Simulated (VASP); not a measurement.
Input of a VASP 6.6.1 run:

Contents of INCAR:

```
  ALGO = Fast
  EDIFF = 1E-7
  ENCUT = 520
  GGA = PE
  ISIF = 2
  ISMEAR = 0
  LASPH = T
  LCHARG = T
  LELF = T
  LREAL = F
  LVHAR = T
  LWAVE = F
  NBANDS = 17
  NELM = 80
  PREC = Accurate
  SIGMA = 0.15
```

File KPOINTS:

```
k-points
0
Gamma
  18 18 10
```

The input POSCAR:

```
Pt
1.0
    3.0343935762      0.0000000000      0.0000000000
   -1.5171967881      2.7473101912      0.0000000000
    0.0000000000      0.0000000000      4.7813829983
Pt
2
Direct
    0.6666666667      0.3333333333      0.7500000000
    0.3333333333      0.6666666667      0.2500000000
```

Potentials or basis: VASP PAW PBE potentials, release 64 (Pt).

The run is started by

```console
$ cat potpaw_PBE.64/Pt/POTCAR > POTCAR
$ mpirun -np 1 vasp_std > vasp.out
```

Q: Predict the pressure.

A: -29.0 GPa.

Q: What does it give for the largest force?

A: 0.016 eV/Å.

Forces on the atoms (eV/Å):
```
Pt   0.000 -0.016  0.000
Pt   0.000  0.016  0.000
```

Caveat: the cell differs from its parent crystal (normal strain along x +0.1000, normal strain along y +0.1500).
